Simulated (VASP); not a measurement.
The system is Al.

```xyz
2
Lattice="4.5759 0.0000 0.0000 -2.2880 3.9629 0.0000 0.0000 0.0000 2.7148" Properties=species:S:1:pos:R:3 pbc="T T T"
Al    0.0000    2.6419    0.0000
Al    2.2880    1.3210    0.0000
```

The cell was built from a structure type or drawn by symmetry, and may not be a known phase.

* Program: VASP 6.6.1
* Task: relaxation of cell and atoms
* Functional: PBE
* Potentials or basis: VASP PAW PBE potentials, release 64 (Al)
* Cutoff: 600 eV
* k mesh: 12 × 12 × 20
* Occupations: gaussian, width 0.1 eV
* Spin: no spin polarisation

At the start: pressure 0.0 GPa; volume 24.61 Å³/atom.

Task: How do energy, volume and symmetry change on relaxing?

Result: Over 3 steps the energy falls by 3.2 meV/atom; space group P6/mmm (No. 191, to 0.1 Å) before and after.

Step by step:
```csv
step,energy change (eV),largest force (eV/Å),pressure (GPa),volume (Å³)
1,0.0000,0.0000,0.03,49.23
2,-0.0064,0.0000,-0.02,49.25
3,-0.0064,0.0000,-0.02,49.25
```

Final structure:
```
CELL_PARAMETERS angstrom
4.54492 0.00000 0.00000
-2.27246 3.93601 0.00000
0.00000 0.00000 2.75335
ATOMIC_POSITIONS crystal
Al 0.33333 0.66667 0.00000
Al 0.66667 0.33333 0.00000
```
